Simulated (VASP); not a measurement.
Write the native input for VASP 6.6.1 that does the following.

```yaml
Task: single point
Functional: PBE
Potentials_or_basis: VASP PAW PBE potentials, release 64 (Ta_pv, N)
Cutoff: 520 eV
k_mesh: 18 × 18 × 10
Occupations: gaussian, width 0.15 eV
Spin: no spin polarisation
Dipole_correction: no
Further_INCAR_settings: ALGO = Normal; EDIFF = 1e-06; NBANDS = 20
```

The structure of Ta2N lies in POSCAR:

```
Ta2N
1.0
    3.0236115542      0.0000000000      0.0000000000
   -1.5118057771      2.6185244171      0.0000000000
    0.0000000000      0.0000000000      4.8818900623
Ta N
2 1
Direct
    0.6666666667      0.3333333333      0.7449050322
    0.3333333333      0.6666666667      0.2550949678
    0.0000000000      0.0000000000      0.0000000000
```

This cell differs from its parent crystal: strain -0.025 along x and y, +0.000 along z.

The input as run:

INCAR

```
SYSTEM = Ta2N
PREC = Accurate
ENCUT = 520
EDIFF = 1E-6
ISMEAR = 0
SIGMA = 0.15
LREAL = .False.
LASPH = .True.
NELM = 100
ALGO = Normal
ISIF = 2
LWAVE = .False.
LCHARG = .False.
GGA = PE
NBANDS = 20
```

KPOINTS

```
regular mesh
0
Gamma
  18 18 10
  0 0 0
```

Potentials or basis: VASP PAW PBE potentials, release 64 (Ta_pv, N).

Run with:

```console
$ cat potpaw_PBE.64/Ta_pv/POTCAR potpaw_PBE.64/N/POTCAR > POTCAR
$ mpirun -np 1 vasp_std > vasp.out
```

It gave:

| Property | Result |
| --- | --- |
| Pressure | 16.5 GPa |
| Largest force | 0.554 eV/Å |
| Band gap on the k mesh | zero (an odd number of electrons rules out a gap without spin polarisation) |

Caveat: the cell differs from its parent crystal (strain -0.025 along x and y, +0.000 along z); the cell stands under pressure; spin-orbit coupling is left out, which moves the levels of the heavy elements.

It took 74 s on 1 thread of Intel(R) Xeon(R) 6975P-C (Granite Rapids), on a shared host, peak memory 0.34 GiB.
